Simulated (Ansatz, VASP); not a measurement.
**Two plane-wave programs on Ge4H**

```
Ge H
1.0
     4.03036    0.00000    0.00000
     0.00000    4.03036    0.00000
     0.00000    0.00000   21.64166
Ge H
4 1
Direct
  0.00000 0.50000 0.18483
  0.00000 0.00000 0.25067
  0.50000 0.00000 0.31966
  0.50000 0.50000 0.38544
  0.00000 0.87500 0.50096
```

Alike in both runs: task single point; functional PBE; dispersion D3(BJ); k mesh 7 × 7 × 1; occupations gaussian, width 0.1 eV; no spin polarisation.

|  | VASP | Ansatz |
| --- | --- | --- |
| version | VASP 6.6.1 | Ansatz 0.2.0 |
| potentials or method | VASP PAW PBE potentials, release 64 (Ge_d, H), cutoff 520 eV | scalar-relativistic, plane waves, PAW |
| valence electrons in the cell | 57 | 57 |

Ansatz gave:

```
gap on the k mesh at the Fermi level (eV)  : none
rms of the force components (eV/Å)         : 0.269
work function, face that differs most (eV) : 6.41
```

**Question.** Which values does VASP return?

**Answer.** gap on the k mesh at the Fermi level (eV): none; rms of the force components (eV/Å): 0.270; work function, face that differs most (eV): 6.41.

Atom by atom the forces differ by 0.001 eV/Å (rms over components). A gap of «none» marks a metal or a gap that the smearing closes.
